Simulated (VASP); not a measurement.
# HC12 in VASP: notebook

The runs below take HC12 through single point, with LDA.

Everything below comes from runs of VASP 6.6.1. Logs are shortened: lines on timing, memory, paths and dates and some standing lists are left out, and cuts for length are marked.

## (1) The cell of the first run

The cell holds a slab with vacuum, 26 atoms: a = 4.889 Å, b = 7.202 Å, c = 22.768 Å, α = 90.00°, β = 90.00°, γ = 109.84°.

## (2) Single point, LDA

Contents of INCAR:

```
  PREC = Accurate
  ENCUT = 520
  EDIFF = 1E-6
  ISMEAR = 0
  SIGMA = 0.05
  LREAL = Auto
  LASPH = True
  NELM = 60
  ALGO = Normal
  ISIF = 2
  LWAVE = False
  LCHARG = True
  LDIPOL = True
  IDIPOL = 3
  DIPOL = 0.5 0.5 0.298
  LELF = True
  LVHAR = True
  LVACPOTAV = True
  NBANDS = 68
```

Contents of KPOINTS:

```
regular mesh
0
Gamma
  6 4 1
```

Contents of POSCAR:

```
HC12
1.0
    4.8892663280      0.0000000000      0.0000000000
   -2.4446331640      6.7739291692      0.0000000000
    0.0000000000      0.0000000000     22.7684096771
C H
24 2
Direct
    0.4020794403      0.3041588806      0.1756820110
    0.4020794403      0.8041588805      0.1756820110
    0.9020794403      0.3041588806      0.1756820110
    0.9020794403      0.8041588805      0.1756820110
    0.1630408159      0.3260816317      0.2059829668
    0.1630408159      0.8260816317      0.2059829668
    0.6630408159      0.3260816317      0.2059829668
    0.6630408159      0.8260816317      0.2059829668
    0.1846395683      0.3692791367      0.2666259491
    0.1846395683      0.8692791367      0.2666259491
    0.6846395683      0.3692791367      0.2666259491
    0.6846395683      0.8692791367      0.2666259491
    0.4461625696      0.3923265051      0.2960492075
    0.4461625696      0.8923265051      0.2960492075
    0.9461625696      0.3923265051      0.2960492075
    0.9461625696      0.8923265051      0.2960492075
    0.4715644646      0.4431294558      0.3591099590
    0.4715644646      0.9431294558      0.3591099590
    0.9715644646      0.4431294558      0.3591099590
    0.9715644646      0.9431294558      0.3591099590
    0.2327030006      0.4654044969      0.3851129614
    0.2327030006      0.9654044969      0.3851129614
    0.7327030006      0.4654044969      0.3851129614
    0.7327030006      0.9654044969      0.3851129614
    0.2327030006      0.8834082800      0.4993062686
    0.2327030006      1.0474007138      0.4993062686
```

Potentials or basis: VASP PAW LDA potentials, release 64 (C, H).

Launch:

```console
> cat potpaw_LDA.64/C/POTCAR potpaw_LDA.64/H/POTCAR > POTCAR
> mpirun -np 1 vasp_std > vasp.out
```

OUTCAR:

```text
PREC = Accurate
   ENCUT = 520
   EDIFF = 1E-6
   ISMEAR = 0
   LREAL = Auto
   LASPH = True
   NELM = 60
   ISIF = 2

 ion  position               nearest neighbor table
   1  0.402  0.304  0.176-   5 1.41   7 1.41
   2  0.402  0.804  0.176-   8 1.41   6 1.41
   3  0.902  0.304  0.176-   7 1.41   5 1.41
   4  0.902  0.804  0.176-   6 1.41   8 1.41
   5  0.163  0.326  0.206-   1 1.41   3 1.41   9 1.41
   6  0.163  0.826  0.206-   4 1.41   2 1.41  10 1.41
   7  0.663  0.326  0.206-   3 1.41   1 1.41  11 1.41
   8  0.663  0.826  0.206-   2 1.41   4 1.41  12 1.41
   9  0.185  0.369  0.267-  13 1.40  15 1.40   5 1.41
  10  0.185  0.869  0.267-  14 1.40  16 1.40   6 1.41
[... 8 lines left out ...]
  19  0.972  0.443  0.359-  23 1.37  21 1.37  15 1.48
  20  0.972  0.943  0.359-  24 1.37  22 1.37  16 1.48
  21  0.233  0.465  0.385-  17 1.37  19 1.37
  22  0.233  0.965  0.385-  18 1.37  20 1.37
  23  0.733  0.465  0.385-  19 1.37  17 1.37
  24  0.733  0.965  0.385-  20 1.37  18 1.37
  25  0.233  0.883  0.499-
  26  0.233  0.047  0.499-

  LATTYP: Found a base centered orthorhombic cell.
 ALAT       =     4.8892663280
 B/A-ratio  =     2.7709389159
 C/A-ratio  =     4.6568151845

  Lattice vectors:

 A1 = (   2.4446331640,  -6.7739291692,   0.0000000000)
 A2 = (   2.4446331640,   6.7739291692,   0.0000000000)
 A3 = (   0.0000000000,   0.0000000000,  22.7684096771)

Analysis of symmetry for initial positions (statically):
=====================================================================
 Subroutine PRICEL returns:
 Original cell was already a primitive cell.

 Routine SETGRP: Setting up the symmetry group for a
 base centered orthorhombic supercell.

 Subroutine GETGRP returns: Found  1 space group operations
 (whereof  1 operations were pure point group operations)
 out of a pool of  8 trial point group operations.

The static configuration has the point symmetry C_1 .

Analysis of symmetry for dynamics (positions and initial velocities):
=====================================================================
 Subroutine PRICEL returns:
 Original cell was already a primitive cell.

 Routine SETGRP: Setting up the symmetry group for a
 base centered orthorhombic supercell.

 Subroutine GETGRP returns: Found  1 space group operations
 (whereof  1 operations were pure point group operations)
 out of a pool of  8 trial point group operations.

The dynamic configuration has the point symmetry C_1 .

 Subroutine INISYM returns: Found  1 space group operations
 (whereof  1 operations are pure point group operations),
 and found     1 'primitive' translations

----------------------------------------------------------------------------------------

                                     Primitive cell

  volume of cell :     754.0793

  direct lattice vectors                    reciprocal lattice vectors
     4.889266328  0.000000000  0.000000000     0.204529664  0.073812405  0.000000000
    -2.444633164  6.773929169  0.000000000     0.000000000  0.147624809  0.000000000
     0.000000000  0.000000000 22.768409677     0.000000000  0.000000000  0.043920503

  length of vectors
     4.889266328  7.201551756 22.768409677     0.217441152  0.147624809  0.043920503

  position of ions in fractional coordinates (direct lattice)
     0.402079440  0.304158881  0.175682011
     0.402079440  0.804158880  0.175682011
     0.902079440  0.304158881  0.175682011
     0.902079440  0.804158880  0.175682011
     0.163040816  0.326081632  0.205982967
     0.163040816  0.826081632  0.205982967
[... 18 lines left out ...]
     0.232703001  0.883408280  0.499306269
     0.232703001  0.047400714  0.499306269

  ion indices of the primitive-cell ions
   primitive index   ion index
                 1           1
                 2           2
                 3           3
                 4           4
                 5           5
                 6           6
[... 18 lines left out ...]
                25          25
                26          26

----------------------------------------------------------------------------------------

 KPOINTS: regular mesh

Automatic generation of k-mesh.
 Grid dimensions read from file:
 generate k-points for:    6    4    1

 Generating k-lattice:

  Cartesian coordinates                     Fractional coordinates (reciprocal lattice)
     0.034088277  0.012302067  0.000000000     0.166666667  0.000000000  0.000000000
     0.000000000  0.036906202  0.000000000     0.000000000  0.250000000  0.000000000
     0.000000000  0.000000000  0.043920503     0.000000000  0.000000000  1.000000000

  Length of vectors
     0.036240192  0.036906202  0.043920503

  Shift w.r.t. Gamma in fractional coordinates (k-lattice)
     0.000000000  0.000000000  0.000000000

 -----------------------------------------------------------------------------
|                                                                             |
|           W    W    AA    RRRRR   N    N  II  N    N   GGGG   !!!           |
|           W    W   A  A   R    R  NN   N  II  NN   N  G    G  !!!           |
|           W    W  A    A  R    R  N N  N  II  N N  N  G       !!!           |
|           W WW W  AAAAAA  RRRRR   N  N N  II  N  N N  G  GGG   !            |
|           WW  WW  A    A  R   R   N   NN  II  N   NN  G    G                |
|           W    W  A    A  R    R  N    N  II  N    N   GGGG   !!!           |
|                                                                             |
|     Your reciprocal lattice and k-lattice belong to different lattice       |
|     classes:                                                                |
|                                                                             |
|        The reciprocal lattice is base centered orthorhombic,                |
|        whereas your k-lattice is simple monoclinic.                         |
|                                                                             |
|     Results are often still useful ...                                      |
|                                                                             |
 -----------------------------------------------------------------------------

 WARNING: IBZKPT: internal override: KBLOWUP is changed to .FALSE.
      ... skipping the blow-up phase ...

 Subroutine IBZKPT returns following result:
 ===========================================

 Found     14 irreducible k-points:

 Following reciprocal coordinates:
            Coordinates               Weight
  0.000000  0.000000  0.000000      1.000000
  0.166667  0.000000  0.000000      2.000000
  0.333333  0.000000  0.000000      2.000000
  0.500000  0.000000  0.000000      1.000000
  0.000000  0.250000  0.000000      2.000000
  0.166667  0.250000  0.000000      2.000000
  0.333333  0.250000  0.000000      2.000000
  0.500000  0.250000  0.000000      2.000000
 -0.333333  0.250000  0.000000      2.000000
 -0.166667  0.250000  0.000000      2.000000
  0.000000  0.500000  0.000000      1.000000
  0.166667  0.500000  0.000000      2.000000
  0.333333  0.500000  0.000000      2.000000
  0.500000  0.500000  0.000000      1.000000
   k-points           NKPTS =     14   k-points in BZ     NKDIM =     14   number of bands    NBANDS=     68
   number of dos      NEDOS =    301   number of ions     NIONS =     26
   total plane-waves  NPLWV = 349920
   dimension x,y,z NGX =    36 NGY =   54 NGZ =  180
   dimension x,y,z NGXF=    72 NGYF=  108 NGZF=  360
   ions per type =              24   2
   NGX,Y,Z   is equivalent  to a cutoff of  12.24, 12.47, 13.14 a.u.
   NGXF,Y,Z  is equivalent  to a cutoff of  24.48, 24.93, 26.29 a.u.
 SYSTEM =  unknown system
   PREC   = accura    normal or accurate (medium, high low for compatibility)
   ISTART =      0    job   : 0-new  1-cont  2-samecut
   ICHARG =      2    charge: 1-file 2-atom 10-const
   ISPIN  =      1    spin polarized calculation?
   LNONCOLLINEAR =      F non collinear calculations
   LSORBIT =      F    spin-orbit coupling
   LASPH  =      T    aspherical Exc in radial PAW
   ENCUT  =  520.0 eV  38.22 Ry    6.18 a.u.   9.09 13.39 42.33*2*pi/ulx,y,z
   NELM   =     60;   NELMIN=  2; NELMDL= -5     # of ELM steps
   EDIFF  = 0.1E-05   stopping-criterion for ELM
   LREAL  =      T    real-space projection
   EDIFFG = 0.1E-04   stopping-criterion for IOM
   NSW    =      0    number of steps for IOM
   IBRION =     -1    ionic relax: 0-MD 1-quasi-New 2-CG
   NFREE  =      0    steps in history (QN), initial steepest desc. (CG)
   ISIF   =      2    stress and relaxation
   ISYM   =      2    0-nonsym 1-usesym 2-fastsym
   POTIM  = 0.5000    time-step for ionic-motion
   TEBEG  =    0.0;   TEEND  =   0.0 temperature during run
   PSTRESS=    0.0 pullay stress
   NELECT =      98.0000    total number of electrons
   NUPDOWN=      -1.0000    fix difference up-down
   EMIN   =  10.00;   EMAX   =-10.00  energy-range for DOS
   EFERMI =   0.00;   METHOD = LEGACY
   ISMEAR =     0;   SIGMA  =   0.05  broadening in eV -4-tet -1-fermi 0-gaus
   EFERMI_NEDOS =   21; number of points for ismear=-14 and -15
   IALGO  =     38    algorithm
   IMIX   =      4    mixing-type and parameters
     AMIX     =   0.40;   BMIX     =  1.00
     AMIX_MAG =   1.60;   BMIX_MAG =  1.00
  volume/ion in A,a.u.               =      29.00       195.72
  Fermi-wavevector in a.u.,A,eV,Ry     =   0.829235  1.567028  9.355793  0.687631
  Thomas-Fermi vector in A             =   1.941748
   LORBIT       =      0    0 simple, 1 ext, 2 COOP (PROOUT), +10 PAW based schemes
   GGA     = CA    functional components
   LHFCALC =     F    Hartree Fock is set to
   AEXX    =    0.0000 exact exchange contribution
   IVDW    =     0    specifies the selected vdW correction
   LEPSILON=     F    determine dielectric tensor
   LRPA    =     F    only Hartree local field effects (RPA)
 non-spin polarized calculation
 Gauss-broadening in eV      SIGMA  =   0.05
  energy-cutoff  :      520.00
  volume of cell :      754.08
 maximum number of plane-waves:     20327
   NGX = 19   NGY = 27   NGZ = 85

 dipolmoment           0.000000      0.000000      0.481302 electrons x Angstroem

 number of electron      98.0000000 magnetization

 dipolmoment           0.000000      0.000000     -0.209751 electrons x Angstroem

 Free energy of the ion-electron system (eV)
  ---------------------------------------------------
  ext. energy  EPLUGINS =         0.00000000
  ---------------------------------------------------
  free energy    TOTEN  =      -220.22112924 eV

  energy without entropy =     -220.19274813  energy(sigma->0) =     -220.20693869

 E-fermi :  -3.4835     XC(G=0):  -4.0058

 val. band max:       -3.4905665192   @ k =   0.3333   0.5000   0.0000
 cond. band min:      -3.4702525515   @ k =   0.3333   0.0000   0.0000
 fundamental gap:      0.0203139676
 Fermi energy:        -3.4835345251

 k-point     1 :       0.0000    0.0000    0.0000
  band No.  band energies     occupation
      1     -22.4112      2.00000
      2     -22.0811      2.00000
      3     -20.6670      2.00000
      4     -20.4011      2.00000
      5     -18.1765      2.00000
      6     -18.0364      2.00000
[... 885 lines left out ...]
     60       1.9264      0.00000
     61       2.2630      0.00000
 [bands above 61 left out]

------------------------ aborting loop because EDIFF is reached ----------------------------------------

  FORCE on cell =-STRESS in cart. coord.  units (eV):
  Direction    XX          YY          ZZ          XY          YZ          ZX
  --------------------------------------------------------------------------------------
  -------------------------------------------------------------------------------------
  Total        1.2086722     -5.9557516      4.1225842      1.5921898      1.6619687     -0.0020887
  in kB        2.5680417    -12.6540665      8.7591724      3.3828940      3.5311518     -0.0044379
  external PRESSURE =      -0.4422842 kB  Pullay stress =       0.0000000 kB

 VOLUME and BASIS-vectors are now :
 -----------------------------------------------------------------------------
  energy-cutoff  :      520.00
  volume of cell :      754.08
      direct lattice vectors                 reciprocal lattice vectors
     4.889266328  0.000000000  0.000000000     0.204529664  0.073812405  0.000000000
    -2.444633164  6.773929169  0.000000000     0.000000000  0.147624809  0.000000000
     0.000000000  0.000000000 22.768409677     0.000000000  0.000000000  0.043920503

 POSITION                                       TOTAL-FORCE (eV/Angst)
 -----------------------------------------------------------------------------------
      1.22232      2.06035      4.00000         0.000539      0.305402      1.848599
      0.00000      5.44732      4.00000         0.051349      0.286018      1.754736
      3.66695      2.06035      4.00000         0.003712      0.301954      1.841311
      2.44463      5.44732      4.00000        -0.047288      0.286144      1.754500
      0.00000      2.20885      4.68990         0.002699     -0.707895     -3.498245
     -1.22232      5.59582      4.68990        -0.001009     -0.705218     -3.396721
[... 18 lines left out ...]
     -1.02186      5.98415     11.36841        -1.409088      3.972082     -0.108173
      1.02187      0.32109     11.36841         1.413482     -3.983861     -0.155155
 -----------------------------------------------------------------------------------
    total drift:                               -0.009774      0.010994      0.023050

  FREE ENERGIE OF THE ION-ELECTRON SYSTEM (eV)
  ---------------------------------------------------
  free  energy   TOTEN  =      -220.2211292391 eV

  energy  without entropy=     -220.1927481320  energy(sigma->0) =     -220.20693869

 vacuum level on the upper side and lower side of the slab         2.496         3.642
```

Wall time 49 min (1 thread of Intel Xeon 8259CL, shared host); peak memory 0.8 GiB.

What came out:

```
Free energy            : -220.2211 eV
Largest force          : 4.230 eV/Å
Band gap on the k mesh : zero (bands 49 and 50 overlap by 0.04 eV)
```

Forces in eV/Å, atoms in the order of the input:
```
C    0.001  0.305  1.849
C    0.051  0.286  1.755
C    0.004  0.302  1.841
C   -0.047  0.286  1.754
C    0.003 -0.708 -3.498
C   -0.001 -0.705 -3.397
C   -0.004 -0.708 -3.499
C    0.000 -0.679 -3.331
C   -0.001  0.391  1.553
C   -0.004  0.376  1.469
C   -0.004  0.390  1.550
C   -0.001  0.389  1.525
C    0.004 -0.013  0.015
C   -0.059  0.027  0.077
C   -0.002  0.008  0.013
C    0.063  0.024  0.077
C    0.002 -0.075 -0.124
C    0.051 -0.052  0.022
C    0.002 -0.072 -0.134
C   -0.048 -0.062  0.012
C   -0.008  0.100  0.241
C   -0.012  0.012 -0.126
C    0.002  0.092  0.210
C    0.005  0.099  0.409
H   -1.409  3.972 -0.108
H    1.413 -3.984 -0.155
```

[end of part 1 of 3]
